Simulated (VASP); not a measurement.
Input of a VASP 6.6.1 run:

The input INCAR:

```
ALGO = Normal
EDIFF = 1E-6
ENCUT = 520
GGA = RE
ISIF = 2
ISMEAR = -1
IVDW = 13
LASPH = True
LCHARG = True
LELF = True
LREAL = False
LVHAR = True
LWAVE = False
NBANDS = 12
NELM = 80
PREC = Accurate
SIGMA = 0.2
```

File KPOINTS:

```
k-points
0
Gamma
  12 12 12
```

File POSCAR:

```
Nb
1.0
   -1.6490258777      1.6490258777      1.6490258777
    1.6490258777     -1.6490258777      1.6490258777
    1.6490258777      1.6490258777     -1.6490258777
Nb
1
Direct
    0.0000000000      0.0000000000      0.0000000000
```

Potentials or basis: VASP PAW PBE potentials, release 64 (Nb_sv).

Launch:

```sh
$ cat potpaw_PBE.64/Nb_sv/POTCAR > POTCAR
$ mpirun -np 1 vasp_std > vasp.out
```

Question: Predict the dispersion energy per atom.

Answer: -0.498 eV.

Question: Predict the pressure.

Answer: -0.2 GPa.

Caveat: the PAW data sets were made with another functional, which shifts forces and pressure a little; pairwise dispersion overbinds metals, which lowers pressure and volume.
